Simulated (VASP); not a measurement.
Here is a VASP 6.6.1 calculation.

The input INCAR:

```
PREC = Accurate
ENCUT = 520
EDIFF = 1E-8
ISMEAR = -1
SIGMA = 0.08
LREAL = False
LASPH = True
NELM = 80
ALGO = Normal
ISIF = 2
LWAVE = False
LCHARG = False
GGA = PE
LEFG = True
NBANDS = 9
```

The input KPOINTS:

```
Automatic mesh
0
Gamma
  12 12 7
```

File POSCAR:

```
Mg
1.0
    3.1443151174      0.0000000000      0.0000000000
   -1.5721575586      2.7230567692      0.0000000000
    0.0000000000      0.0000000000      5.1048716881
Mg
2
Direct
    0.3333333333      0.6666666667      0.2500000000
    0.6666666667      0.3333333333      0.7500000000
```

Potentials or basis: VASP PAW PBE potentials, release 64 (Mg).

Launch:

```console
$ cat potpaw_PBE.64/Mg/POTCAR > POTCAR
$ mpirun -np 1 vasp_std > vasp.out
```

**Question.** What does it give for the band gap on the k mesh?

**Answer.** Zero (band 2 reaches 3.91 eV, above the bottom of band 3 at 1.66 eV).

**Question.** Predict the pressure.

**Answer.** 1.8 GPa.

Stress tensor (GPa, compression positive):
```
2.09 0.00 0.00
0.00 2.09 0.00
0.00 0.00 1.23
```

Caveat: without QUAD_EFG the Cq values of the log hold for a quadrupole moment of 1 mb, not for the nuclei.
